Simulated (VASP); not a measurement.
# TePb (Fm-3m) in VASP: further runs

Aim: see how the results for TePb move with the level of theory and the settings. Levels: PBE+D4, PBE. Tasks: single point.

Everything below comes from runs of VASP 6.6.1. Logs are shortened: lines on timing, memory, paths and dates and some standing lists are left out, and cuts for length are marked.

**1. The cell of the first run**

The structure is cubic, space group Fm-3m (No. 225). Conventional cell: a = 6.536 Å, b = 6.536 Å, c = 6.536 Å, α = 90.00°, β = 90.00°, γ = 90.00°. Pb (site symmetry m-3m) has 6 Te at 3.27 Å within 4.3 Å. Te (site symmetry m-3m) has 6 Pb at 3.27 Å within 4.3 Å.

**2. Single point, PBE+D4**

Input file INCAR:

```
SYSTEM = TePb
PREC = Accurate ; ENCUT = 520
EDIFF = 1E-7 ; ISMEAR = 0
SIGMA = 0.01 ; LREAL = .FALSE.
LASPH = .TRUE. ; NELM = 60
ALGO = Normal ; ISIF = 2
LWAVE = .FALSE. ; LCHARG = .TRUE.
GGA = PE ; IVDW = 13
LELF = .TRUE. ; LVHAR = .TRUE.
NBANDS = 17
```

Input file KPOINTS:

```
Automatic mesh
0
G
  6 6 6
  0 0 0
```

Input file POSCAR:

```
TePb
1.0
    0.0000000000      3.2678368520      3.2678368520
    3.2678368520      0.0000000000      3.2678368520
    3.2678368520      3.2678368520      0.0000000000
Pb Te
1 1
Direct
    0.0000000000      0.0000000000      0.0000000000
    0.5000000000      0.5000000000      0.5000000000
```

Potentials or basis: VASP PAW PBE potentials, release 64 (Pb_d, Te).

On the command line:

```sh
$ cat potpaw_PBE.64/Pb_d/POTCAR potpaw_PBE.64/Te/POTCAR > POTCAR
$ mpirun -np 1 vasp_std > vasp.out
```

OUTCAR:

```text
SYSTEM = TePb
   PREC = Accurate
   ENCUT = 520
   EDIFF = 1E-7
   ISMEAR = 0
   LREAL = .FALSE.
   LASPH = .TRUE.
   NELM = 60
   ISIF = 2
   GGA = PE
   IVDW = 13

 ion  position               nearest neighbor table
   1  0.000  0.000  0.000-   2 3.27   2 3.27   2 3.27   2 3.27   2 3.27   2 3.27
   2  0.500  0.500  0.500-   1 3.27   1 3.27   1 3.27   1 3.27   1 3.27   1 3.27

  LATTYP: Found a face centered cubic cell.
 ALAT       =     6.5356737040

  Lattice vectors:

 A1 = (   0.0000000000,   3.2678368520,   3.2678368520)
 A2 = (   3.2678368520,   0.0000000000,   3.2678368520)
 A3 = (   3.2678368520,   3.2678368520,   0.0000000000)

Analysis of symmetry for initial positions (statically):
=====================================================================
 Subroutine PRICEL returns:
 Original cell was already a primitive cell.

 Routine SETGRP: Setting up the symmetry group for a
 face centered cubic supercell.

 Subroutine GETGRP returns: Found 48 space group operations
 (whereof 48 operations were pure point group operations)
 out of a pool of 48 trial point group operations.

The static configuration has the point symmetry O_h .

Analysis of symmetry for dynamics (positions and initial velocities):
=====================================================================
 Subroutine PRICEL returns:
 Original cell was already a primitive cell.

 Routine SETGRP: Setting up the symmetry group for a
 face centered cubic supercell.

 Subroutine GETGRP returns: Found 48 space group operations
 (whereof 48 operations were pure point group operations)
 out of a pool of 48 trial point group operations.

The dynamic configuration has the point symmetry O_h .

 Subroutine INISYM returns: Found 48 space group operations
 (whereof 48 operations are pure point group operations),
 and found     1 'primitive' translations

----------------------------------------------------------------------------------------

                                     Primitive cell

  volume of cell :      69.7929

  direct lattice vectors                    reciprocal lattice vectors
     0.000000000  3.267836852  3.267836852    -0.153006415  0.153006415  0.153006415
     3.267836852  0.000000000  3.267836852     0.153006415 -0.153006415  0.153006415
     3.267836852  3.267836852  0.000000000     0.153006415  0.153006415 -0.153006415

  length of vectors
     4.621419196  4.621419196  4.621419196     0.265014884  0.265014884  0.265014884

  position of ions in fractional coordinates (direct lattice)
     0.000000000  0.000000000  0.000000000
     0.500000000  0.500000000  0.500000000

  ion indices of the primitive-cell ions
   primitive index   ion index
                 1           1
                 2           2

----------------------------------------------------------------------------------------

 KPOINTS: Automatic mesh

Automatic generation of k-mesh.
 Grid dimensions read from file:
 generate k-points for:    6    6    6

 Generating k-lattice:

  Cartesian coordinates                     Fractional coordinates (reciprocal lattice)
    -0.025501069  0.025501069  0.025501069     0.166666667  0.000000000  0.000000000
     0.025501069 -0.025501069  0.025501069     0.000000000  0.166666667  0.000000000
     0.025501069  0.025501069 -0.025501069     0.000000000  0.000000000  0.166666667

  Length of vectors
     0.044169147  0.044169147  0.044169147

  Shift w.r.t. Gamma in fractional coordinates (k-lattice)
     0.000000000  0.000000000  0.000000000

 Subroutine IBZKPT returns following result:
 ===========================================

 Found     16 irreducible k-points:

 Following reciprocal coordinates:
            Coordinates               Weight
  0.000000  0.000000  0.000000      1.000000
  0.166667  0.000000  0.000000      8.000000
  0.333333  0.000000  0.000000      8.000000
  0.500000  0.000000  0.000000      4.000000
  0.166667  0.166667  0.000000      6.000000
  0.333333  0.166667  0.000000     24.000000
[... 8 lines left out ...]
 -0.333333  0.333333  0.166667     24.000000
 -0.333333  0.500000  0.166667     12.000000
   k-points           NKPTS =     16   k-points in BZ     NKDIM =     16   number of bands    NBANDS=     17
   number of dos      NEDOS =    301   number of ions     NIONS =      2
   total plane-waves  NPLWV =  46656
   dimension x,y,z NGX =    36 NGY =   36 NGZ =   36
   dimension x,y,z NGXF=    72 NGYF=   72 NGZF=   72
   ions per type =               1   1
   NGX,Y,Z   is equivalent  to a cutoff of  12.95, 12.95, 12.95 a.u.
   NGXF,Y,Z  is equivalent  to a cutoff of  25.90, 25.90, 25.90 a.u.
 SYSTEM =  TePb
   PREC   = accura    normal or accurate (medium, high low for compatibility)
   ISTART =      0    job   : 0-new  1-cont  2-samecut
   ICHARG =      2    charge: 1-file 2-atom 10-const
   ISPIN  =      1    spin polarized calculation?
   LNONCOLLINEAR =      F non collinear calculations
   LSORBIT =      F    spin-orbit coupling
   LASPH  =      T    aspherical Exc in radial PAW
   ENCUT  =  520.0 eV  38.22 Ry    6.18 a.u.   8.59  8.59  8.59*2*pi/ulx,y,z
   NELM   =     60;   NELMIN=  2; NELMDL= -5     # of ELM steps
   EDIFF  = 0.1E-06   stopping-criterion for ELM
   LREAL  =      F    real-space projection
   EDIFFG = 0.1E-05   stopping-criterion for IOM
   NSW    =      0    number of steps for IOM
   IBRION =     -1    ionic relax: 0-MD 1-quasi-New 2-CG
   NFREE  =      0    steps in history (QN), initial steepest desc. (CG)
   ISIF   =      2    stress and relaxation
   ISYM   =      2    0-nonsym 1-usesym 2-fastsym
   POTIM  = 0.5000    time-step for ionic-motion
   TEBEG  =    0.0;   TEEND  =   0.0 temperature during run
   PSTRESS=    0.0 pullay stress
   NELECT =      20.0000    total number of electrons
   NUPDOWN=      -1.0000    fix difference up-down
   EMIN   =  10.00;   EMAX   =-10.00  energy-range for DOS
   EFERMI =   0.00;   METHOD = LEGACY
   ISMEAR =     0;   SIGMA  =   0.01  broadening in eV -4-tet -1-fermi 0-gaus
   EFERMI_NEDOS =   21; number of points for ismear=-14 and -15
   IALGO  =     38    algorithm
   IMIX   =      4    mixing-type and parameters
     AMIX     =   0.40;   BMIX     =  1.00
     AMIX_MAG =   1.60;   BMIX_MAG =  1.00
  volume/ion in A,a.u.               =      34.90       235.49
  Fermi-wavevector in a.u.,A,eV,Ry     =   1.079314  2.039608 15.849680  1.164919
  Thomas-Fermi vector in A             =   2.215276
   LORBIT       =      0    0 simple, 1 ext, 2 COOP (PROOUT), +10 PAW based schemes
   GGA     = PE    functional components
   LHFCALC =     F    Hartree Fock is set to
   AEXX    =    0.0000 exact exchange contribution
   IVDW    =    13    specifies the selected vdW correction
   LEPSILON=     F    determine dielectric tensor
   LRPA    =     F    only Hartree local field effects (RPA)
 non-spin polarized calculation
 Gauss-broadening in eV      SIGMA  =   0.01
  energy-cutoff  :      520.00
  volume of cell :       69.79
 maximum number of plane-waves:      1895
 NGX is ok and might be reduce to    36
   NGX = 17   NGY = 17   NGZ = 17

 number of electron      20.0000002 magnetization

 Free energy of the ion-electron system (eV)
  ---------------------------------------------------
  ext. energy  EPLUGINS =         0.00000000
  ---------------------------------------------------
  free energy    TOTEN  =        -7.52184226 eV

  energy without entropy =       -7.52184226  energy(sigma->0) =       -7.52184226

 E-fermi :   5.2336     XC(G=0):  -9.1483

 val. band max:        5.1867896625   @ k =   0.5000   0.0000   0.0000
 cond. band min:       5.9903174682   @ k =   0.5000   0.0000   0.0000
 fundamental gap:      0.8035278057
 Fermi energy:         5.2335501581

 k-point     1 :       0.0000    0.0000    0.0000
  band No.  band energies     occupation
      1     -11.4791      2.00000
      2     -11.4791      2.00000
      3     -11.4724      2.00000
      4     -11.4724      2.00000
      5     -11.4724      2.00000
      6      -6.5496      2.00000
[... 9 lines left out ...]
     16      11.0659      0.00000
     17      12.6637      0.00000

 k-point     2 :       0.1667    0.0000    0.0000
  band No.  band energies     occupation
      1     -11.4819      2.00000
      2     -11.4819      2.00000
      3     -11.4717      2.00000
      4     -11.4689      2.00000
      5     -11.4689      2.00000
      6      -6.3247      2.00000
[... 9 lines left out ...]
     16      11.5591      0.00000
     17      14.1242      0.00000

 k-point     3 :       0.3333    0.0000    0.0000
  band No.  band energies     occupation
      1     -11.4884      2.00000
      2     -11.4884      2.00000
      3     -11.4706      2.00000
      4     -11.4612      2.00000
      5     -11.4612      2.00000
      6      -5.7146      2.00000
[... 9 lines left out ...]
     16      12.8876      0.00000
     17      16.0230      0.00000

 k-point     4 :       0.5000    0.0000    0.0000
  band No.  band energies     occupation
      1     -11.4917      2.00000
      2     -11.4917      2.00000
      3     -11.4700      2.00000
      4     -11.4572      2.00000
      5     -11.4572      2.00000
      6      -5.2022      2.00000
[... 9 lines left out ...]
     16      14.4443      0.00000
     17      14.4443      0.00000
[... 183 lines left out ...]
      1     -11.5065      2.00000
      2     -11.4805      2.00000
      3     -11.4721      2.00000
      4     -11.4589      2.00000
      5     -11.4560      2.00000
      6      -5.2832      2.00000
[... 9 lines left out ...]
     16      14.2587      0.00000
     17      14.6957      0.00000

 k-point    15 :      -0.3333    0.3333    0.1667
  band No.  band energies     occupation
      1     -11.5091      2.00000
      2     -11.4828      2.00000
      3     -11.4660      2.00000
      4     -11.4640      2.00000
      5     -11.4529      2.00000
      6      -4.9377      2.00000
[... 9 lines left out ...]
     16      15.4341      0.00000
     17      15.5912      0.00000

 k-point    16 :      -0.3333    0.5000    0.1667
  band No.  band energies     occupation
      1     -11.5198      2.00000
      2     -11.4767      2.00000
      3     -11.4734      2.00000
      4     -11.4579      2.00000
      5     -11.4499      2.00000
      6      -4.8808      2.00000
[... 9 lines left out ...]
     16      15.7784      0.00000
     17      16.5853      0.00000

------------------------ aborting loop because EDIFF is reached ----------------------------------------

  DFT-D4 for vdW energy calculation

  Edisp (eV):   -0.84954

  FORCE on cell =-STRESS in cart. coord.  units (eV):
  Direction    XX          YY          ZZ          XY          YZ          ZX
  --------------------------------------------------------------------------------------
  -------------------------------------------------------------------------------------
  Total      -0.41073    -0.41073    -0.41073    -0.00000     0.00000    -0.00000
  in kB      -9.42873    -9.42873    -9.42873    -0.00000     0.00000    -0.00000
  external pressure =       -9.43 kB  Pullay stress =        0.00 kB

 VOLUME and BASIS-vectors are now :
 -----------------------------------------------------------------------------
  energy-cutoff  :      520.00
  volume of cell :       69.79
      direct lattice vectors                 reciprocal lattice vectors
     0.000000000  3.267836852  3.267836852    -0.153006415  0.153006415  0.153006415
     3.267836852  0.000000000  3.267836852     0.153006415 -0.153006415  0.153006415
     3.267836852  3.267836852  0.000000000     0.153006415  0.153006415 -0.153006415

 POSITION                                       TOTAL-FORCE (eV/Angst)
 -----------------------------------------------------------------------------------
      0.00000      0.00000      0.00000         0.000000      0.000000      0.000000
      3.26784      3.26784      3.26784         0.000000      0.000000      0.000000
 -----------------------------------------------------------------------------------
    total drift:                               -0.000000      0.000000      0.000000

  FREE ENERGIE OF THE ION-ELECTRON SYSTEM (eV)
  ---------------------------------------------------
  free  energy   TOTEN  =        -8.3713864995 eV

  energy  without entropy=       -8.3713864995  energy(sigma->0) =       -8.37138650
```

Wall time 26 s (1 thread of Intel Xeon Platinum 8175M at 2.50GHz (Skylake/Cascade Lake), shared host); peak memory 0.2 GiB.

Results:

```
Free energy                : -8.3714 eV
Pressure                   : -0.9 GPa
Band gap on the k mesh     : 0.80 eV
Dispersion energy per atom : -0.425 eV
```

Levels at points of the mesh, in eV from the valence-band top:
```
           k point  band 6  band 7  band 8  band 9  band 10  band 11  band 12  band 13  band 14  band 15
(0.00, 0.00, 0.00)  -11.74   -5.67   -1.21   -1.21    -1.21     4.04     4.04     4.04     5.88     5.88
(0.50, 0.00, 0.00)  -10.39   -8.41   -0.78   -0.78     0.00     0.80     1.36     1.36     8.36     9.17
(0.50, 0.50, 0.00)  -10.17   -7.24   -4.23   -2.60    -2.60     3.44     5.36     5.36     6.52    10.03
```

Caveat: spin-orbit coupling is left out, which moves the levels of the heavy elements. A k mesh can miss the band edges.

**3. Single point, PBE**

Input file INCAR:

```
SYSTEM = TePb
  PREC = Accurate
  ENCUT = 520
  EDIFF = 1E-7
  ISMEAR = -1
  SIGMA = 0.001
  LREAL = .False.
  LASPH = .True.
  NELM = 100
  ALGO = Normal
  ISIF = 2
  LWAVE = .False.
  LCHARG = .False.
  GGA = PE
  NBANDS = 17
```

Input file KPOINTS:

```
Automatic mesh
0
Gamma
  6 6 6
  0 0 0
```

POSCAR is that of step 2.

Potentials or basis: VASP PAW PBE potentials, release 64 (Pb_d, Te).

On the command line:

```sh
$ cat potpaw_PBE.64/Pb_d/POTCAR potpaw_PBE.64/Te/POTCAR > POTCAR
$ mpirun -np 1 vasp_std > vasp.out
```

OUTCAR:

```text
SYSTEM = TePb
   PREC = Accurate
   ENCUT = 520
   EDIFF = 1E-7
   ISMEAR = -1
   LREAL = .False.
   LASPH = .True.
   NELM = 100
   ISIF = 2
   GGA = PE

 ion  position               nearest neighbor table
   1  0.000  0.000  0.000-   2 3.27   2 3.27   2 3.27   2 3.27   2 3.27   2 3.27
   2  0.500  0.500  0.500-   1 3.27   1 3.27   1 3.27   1 3.27   1 3.27   1 3.27

  LATTYP: Found a face centered cubic cell.
 ALAT       =     6.5356737040

  Lattice vectors:

[... 494 lines left out ...]
     17      16.5853      0.00000

------------------------ aborting loop because EDIFF is reached ----------------------------------------

  FORCE on cell =-STRESS in cart. coord.  units (eV):
  Direction    XX          YY          ZZ          XY          YZ          ZX
  --------------------------------------------------------------------------------------
  -------------------------------------------------------------------------------------
  Total        0.2532267      0.2532267      0.2532267      0.0000000      0.0000000     -0.0000000
  in kB        5.8131158      5.8131158      5.8131158      0.0000000      0.0000000     -0.0000000
  external PRESSURE =       5.8131158 kB  Pullay stress =       0.0000000 kB

 VOLUME and BASIS-vectors are now :
 -----------------------------------------------------------------------------
  energy-cutoff  :      520.00
  volume of cell :       69.79
      direct lattice vectors                 reciprocal lattice vectors
     0.000000000  3.267836852  3.267836852    -0.153006415  0.153006415  0.153006415
     3.267836852  0.000000000  3.267836852     0.153006415 -0.153006415  0.153006415
     3.267836852  3.267836852  0.000000000     0.153006415  0.153006415 -0.153006415

 POSITION                                       TOTAL-FORCE (eV/Angst)
 -----------------------------------------------------------------------------------
      0.00000      0.00000      0.00000        -0.000000      0.000000      0.000000
      3.26784      3.26784      3.26784         0.000000     -0.000000     -0.000000
 -----------------------------------------------------------------------------------
    total drift:                               -0.000000      0.000000      0.000000

  FREE ENERGIE OF THE ION-ELECTRON SYSTEM (eV)
  ---------------------------------------------------
  free  energy   TOTEN  =        -7.5218422585 eV

  energy  without entropy=       -7.5218422585  energy(sigma->0) =       -7.52184226
```

OSZICAR:

```text
N       E                     dE             d eps       ncg     rms          rms(c)
DAV:   1     0.152276365215E+03    0.15228E+03   -0.91781E+03   544   0.112E+03
DAV:   2     0.370099375903E+01   -0.14858E+03   -0.14307E+03   553   0.297E+02
DAV:   3    -0.734541297744E+01   -0.11046E+02   -0.10915E+02   706   0.865E+01
DAV:   4    -0.764656083520E+01   -0.30115E+00   -0.30087E+00   699   0.156E+01
DAV:   5    -0.765884859463E+01   -0.12288E-01   -0.12287E-01   794   0.305E+00    0.311E+00
DAV:   6    -0.752339148948E+01    0.13546E+00   -0.30251E-01   777   0.370E+00    0.190E+00
DAV:   7    -0.751978760266E+01    0.36039E-02   -0.88057E-02   673   0.140E+00    0.914E-01
DAV:   8    -0.752200912504E+01   -0.22215E-02   -0.10611E-02   651   0.104E+00    0.163E-01
DAV:   9    -0.752179025403E+01    0.21887E-03   -0.16163E-03   802   0.416E-01    0.720E-02
DAV:  10    -0.752183748957E+01   -0.47236E-04   -0.17552E-04   612   0.964E-02    0.194E-02
DAV:  11    -0.752184291521E+01   -0.54256E-05   -0.39164E-05   739   0.507E-02    0.150E-02
DAV:  12    -0.752184288327E+01    0.31941E-07   -0.22146E-06   649   0.101E-02    0.112E-02
DAV:  13    -0.752184220107E+01    0.68220E-06   -0.93237E-07   648   0.701E-03    0.308E-03
DAV:  14    -0.752184225849E+01   -0.57419E-07   -0.34540E-07   605   0.416E-03
   1 F= -.75218423E+01 E0= -.75218423E+01  d E =0.000000E+00
```

Run time: 24 s. Hardware: 1 thread of Intel Xeon Platinum 8175M at 2.50GHz (Skylake/Cascade Lake), shared host; peak memory 0.2 GiB.

What came out:

* Free energy: -7.5218 eV
* Pressure: 0.6 GPa
* Band gap on the k mesh: 0.80 eV

Caveat: spin-orbit coupling is left out, which moves the levels of the heavy elements.
